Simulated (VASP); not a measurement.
Pt: relaxation of cell and atoms with LDA

The system is Pt.

```
CELL_PARAMETERS angstrom
0.00000 1.94572 1.94572
1.94572 0.00000 1.94572
1.94572 1.94572 0.00000
ATOMIC_POSITIONS crystal
Pt 0.00000 0.00000 0.00000
```

- Program: VASP 6.6.1
- Task: relaxation of cell and atoms
- Functional: LDA
- Potentials or basis: VASP PAW LDA potentials, release 64 (Pt)
- Cutoff: 600 eV
- k mesh: 18 × 18 × 18
- Occupations: gaussian, width 0.1 eV
- Spin: no spin polarisation
- Dipole correction: no
- Further INCAR settings: ALGO = Normal; EDIFF = 1e-07; ISYM = 0; IBRION = 2; EDIFFG = -0.005; NSW = 100; ISIF = 3

```yaml
Relaxed_volume: 14.80 Å³/atom
Relaxed_cell: a = 2.756 Å, b = 2.756 Å, c = 2.756 Å, α = 60.00°, β = 60.00°, γ = 60.00°
Space_group_after_relaxing_to_0.1_Å: Fm-3m (No. 225)
Energy_gained_by_relaxing: 0.3 meV/atom
Ionic_steps: 3
Pressure_after_relaxing: 0.0 GPa
Band_gap_on_the_k_mesh: zero (bands 5 and 6 overlap by 2.30 eV)
```

Step by step:
| step | energy change (eV) | largest force (eV/Å) | pressure (GPa) | volume (Å³) |
| --- | --- | --- | --- | --- |
| 1 | 0.0000 | 0.0000 | 1.42 | 14.73 |
| 2 | 0.0025 | 0.0000 | -4.21 | 15.01 |
| 3 | -0.0003 | 0.0000 | -0.01 | 14.80 |

Final structure:
```cif
data_structure
_symmetry_space_group_name_H-M 'P 1'
_symmetry_Int_Tables_number 1
_cell_length_a 2.7559
_cell_length_b 2.7559
_cell_length_c 2.7559
_cell_angle_alpha 60.000
_cell_angle_beta 60.000
_cell_angle_gamma 60.000
_cell_volume 14.80
loop_
_atom_site_label
_atom_site_type_symbol
_atom_site_fract_x
_atom_site_fract_y
_atom_site_fract_z
_atom_site_occupancy
Pt1 Pt 0.00000 0.00000 0.00000 1
```

Levels at points of the mesh, in eV from the Fermi level:
```csv
k point,band 1,band 2,band 3,band 4,band 5,band 6,band 7,band 8,band 9
"(0.00, 0.00, 0.00)",-10.46,-3.94,-3.94,-3.94,-1.68,-1.68,14.56,19.59,19.59
"(0.50, 0.00, 0.00)",-7.56,-4.00,-4.00,-0.56,0.04,0.04,5.97,14.14,19.02
"(0.00, 0.50, 0.00)",-7.56,-4.00,-4.00,-0.56,0.04,0.04,5.97,14.14,19.02
"(0.00, 0.00, 0.50)",-7.56,-4.00,-4.00,-0.56,0.04,0.04,5.97,14.14,19.02
"(0.50, 0.50, 0.50)",-7.56,-4.00,-4.00,-0.56,0.04,0.04,5.97,14.14,19.02
"(0.50, 0.50, 0.00)",-7.31,-6.86,0.03,0.51,0.51,1.73,9.07,11.39,11.39
"(0.00, 0.50, 0.50)",-7.31,-6.86,0.03,0.51,0.51,1.73,9.07,11.39,11.39
"(0.50, 0.00, 0.50)",-7.31,-6.86,0.03,0.51,0.51,1.73,9.07,11.39,11.39
```

Wall time 17 min on 1 thread of Oxide Virtual Turin-like Processor (shared host), peak memory 0.61 GiB.

Caveat: spin-orbit coupling is left out, which moves the levels of the heavy elements.
